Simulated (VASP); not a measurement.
Runs of VASP 6.6.1 on RhN. The structure is hexagonal, space group P-6m2 (No. 187). The conventional cell has a = 2.963 Å, b = 2.963 Å, c = 2.892 Å, α = 90.00°, β = 90.00°, γ = 120.00°. Rh (site symmetry -6m2) has 6 N at 2.24 Å and 8 Rh at 2.89 to 2.96 Å within 3.0 Å. Within 3.0 Å of N (site symmetry -6m2) lie 6 Rh at 2.24 Å and 8 N at 2.89 to 2.96 Å. 

| level | spin | U | gap on the mesh (eV) | pressure (GPa) | moment (μB) |
| --- | --- | --- | --- | --- | --- |
| PBE+U | collinear, ferromagnetic start | Rh d U = 7.0 eV | none | -0.3 | 0.42 |
| PBEsol+U | collinear, zero start | Rh d U = 5.0 eV | none | -26.3 | 0.00 |
| PBEsol+U | collinear, ferromagnetic start | Rh d U = 5.0 eV | none | -26.3 | 0.00 |
| PBE+U | collinear, ferromagnetic start | Rh d U = 2.0 eV | none | (a) | 0.00 |

Alike in all rows: task single point; potentials or basis VASP PAW PBE potentials, release 64 (Rh_pv, N); cell as given; k mesh 7 × 7 × 7; cutoff (eV) 520; smearing gaussian 0.05 eV.

Fill in the values left out.

(a) -13.5.

Caveats: the PAW data sets were made with another functional, which shifts forces and pressure a little (some runs).

A k mesh can miss the band edges, and the runs leave out spin-orbit coupling on Rh.

A gap of «none» marks levels without a gap at the run's occupations.
